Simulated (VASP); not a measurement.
Input of a VASP 6.6.1 run:

File INCAR:

```
PREC     = Accurate       # precision mode
ENCUT    = 520            # plane-wave cutoff, eV
EDIFF    = 1E-6           # SCF threshold, eV
ISMEAR   = 0              # smearing method
SIGMA    = 0.05           # smearing width, eV
LREAL    = False          # projectors in reciprocal space
LASPH    = True           # aspherical terms in the spheres
NELM     = 100            # most SCF steps
ALGO     = Normal         # electronic algorithm
ISIF     = 2              # what is computed and relaxed
LWAVE    = False          # write WAVECAR
LCHARG   = False          # write CHGCAR
GGA      = CA             # functional
NBANDS   = 6              # bands
```

Contents of KPOINTS:

```
regular mesh
0
Gamma
  10 10 26
```

POSCAR

```
H
1.0
    2.6496387389      0.0000000000      0.0000000000
    0.0000000000      2.6496387389      0.0000000000
    0.0000000000      0.0000000000      0.9314682740
H
1
Direct
    0.0000000000      0.0000000000      0.5000000000
```

Potentials or basis: VASP PAW LDA potentials, release 64 (H).

Launch:

```sh
$ cat potpaw_LDA.64/H/POTCAR > POTCAR
$ mpirun -np 1 vasp_std > vasp.out
```

Problem. Predict the pressure.

Solution. 7.6 GPa.

Stress tensor (GPa, compression positive):
```
-0.30  0.00  0.00
 0.00 -0.30  0.00
 0.00  0.00 23.28
```

Caveat: the cell differs from its parent crystal (strain +0.000 along x and y, -0.050 along z).
